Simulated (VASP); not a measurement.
Wanted: the native input for a VASP 6.6.1 run.

| Property | Result |
| --- | --- |
| Task | single point |
| Functional | PBE |
| Potentials or basis | VASP PAW PBE potentials, release 64 (Ru_pv) |
| Cutoff | 520 eV |
| k mesh | 24 × 24 × 14 |
| Occupations | gaussian, width 0.15 eV |
| Spin | no spin polarisation |
| Dipole correction | no |
| Further INCAR settings | ALGO = Fast; EDIFF = 1e-07; NBANDS = 21 |

The structure of Ru lies in POSCAR:

```
Ru
1.0
    2.8560263454      0.0000000000      0.0000000000
   -1.4280131727      2.4733913690      0.0000000000
    0.0000000000      0.0000000000      4.2967694965
Ru
2
Direct
    0.3333333333      0.6666666667      0.2500000000
    0.6666666667      0.3333333333      0.7500000000
```

This cell differs from its parent crystal: strain +0.050 along x and y, +0.000 along z.

One way to write it, as run:

INCAR

```
SYSTEM = Ru
PREC = Accurate
ENCUT = 520
EDIFF = 1E-7
ISMEAR = 0
SIGMA = 0.15
LREAL = .False.
LASPH = .True.
NELM = 60
ALGO = Fast
ISIF = 2
LWAVE = .False.
LCHARG = .True.
GGA = PE
LELF = .True.
LVHAR = .True.
NBANDS = 21
```

KPOINTS

```
regular mesh
0
Gamma
  24 24 14
  0 0 0
```

Potentials or basis: VASP PAW PBE potentials, release 64 (Ru_pv).

The run is started by

```console
$ cat potpaw_PBE.64/Ru_pv/POTCAR > POTCAR
$ mpirun -np 1 vasp_std > vasp.out
```

It gave:

```yaml
Pressure: -22.9 GPa
Band_gap_on_the_k_mesh: zero (bands 14 and 15 overlap by 2.67 eV)
```

Caveat: the cell differs from its parent crystal (strain +0.050 along x and y, +0.000 along z); the stress differs along the axes, from -27 to -14 GPa.

Run time: 3 min on 1 thread of AMD EPYC 9R45 96-Core Processor (Zen 5) (shared host), peak memory 0.31 GiB.
